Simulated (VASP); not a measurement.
TiO2, 6 atoms in the cell. It takes space group P4_2/mnm (No. 136, tetragonal). The conventional cell has a = 4.651 Å, b = 4.651 Å, c = 2.966 Å, α = 90.00°, β = 90.00°, γ = 90.00°. Within 2.6 Å of Ti (site symmetry mmm) lie 6 O at 1.96 to 2.01 Å. O (site symmetry m2m) has 3 Ti at 1.96 to 2.01 Å and 1 O at 2.56 Å within 2.6 Å.  This cell differs from its parent crystal: volume scaled by 1.02.

| Property | Result |
| --- | --- |
| Program | VASP 6.6.1 |
| Task | single point |
| Functional | PBE |
| Dispersion | D3(BJ) |
| Potentials or basis | VASP PAW PBE potentials, release 64 (Ti_sv, O) |
| Cutoff | 600 eV |
| k mesh | 6 × 6 × 8 |
| Occupations | gaussian, width 0.05 eV |
| Spin | no spin polarisation |
| Dipole correction | no |
| Further INCAR settings | ALGO = Normal; EDIFF = 1e-06; NBANDS = 33 |

Potentials or basis: VASP PAW PBE potentials, release 64 (Ti_sv, O).

The run is started by

```console
$ cat potpaw_PBE.64/Ti_sv/POTCAR potpaw_PBE.64/O/POTCAR > POTCAR
$ mpirun -np 1 vasp_std > vasp.out
```

Hardware: 1 thread of Intel Xeon 6975P-C, with other jobs on the host.

Question: How long does it take, and how much memory?

Answer: Run time: 2.1 min on 1 thread of Intel Xeon 6975P-C (shared host), peak memory 0.26 GiB. Counts: scf iterations 18, k points 50.
